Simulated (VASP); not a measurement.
# Ir: single point with r2SCAN

The system is Ir.

```
Ir
1.0
     0.00000    1.84609    1.84609
     1.84609    0.00000    1.84609
     1.84609    1.84609    0.00000
Ir
1
Direct
  0.00000 0.00000 0.00000
```

```json
{
  "Program": "VASP 6.6.1",
  "Task": "single point",
  "Functional": "r2SCAN",
  "Potentials or basis": "VASP PAW PBE potentials, release 64 (Ir)",
  "Cutoff": "520 eV",
  "k mesh": "12 × 12 × 12",
  "Occupations": "methfessel-paxton, width 0.1216 eV",
  "Spin": "no spin polarisation",
  "Dipole correction": "no",
  "Further INCAR settings": "ALGO = Normal; EDIFF = 1e-06; NBANDS = 10"
}
```

- Pressure: 66.1 GPa

Levels at points of the mesh, in eV from the Fermi level:
```tsv
k point	band 1	band 2	band 3	band 4	band 5	band 6	band 7	band 8	band 9
(0.00, 0.00, 0.00)	-12.96	-4.88	-4.88	-4.88	-1.59	-1.59	14.70	21.31	21.31
(0.50, 0.00, 0.00)	-9.88	-5.07	-5.07	-1.07	1.08	1.08	8.93	14.33	21.80
(0.50, 0.50, 0.00)	-9.83	-9.16	0.99	1.76	1.85	1.85	12.79	12.86	12.86
```

It took 29 s on 1 thread of AMD EPYC 9R45 96-Core Processor (Zen 5), on a shared host, peak memory 0.11 GiB.

Caveat: the PAW data sets were made with another functional, which shifts forces and pressure a little; spin-orbit coupling is left out, which moves the levels of the heavy elements.
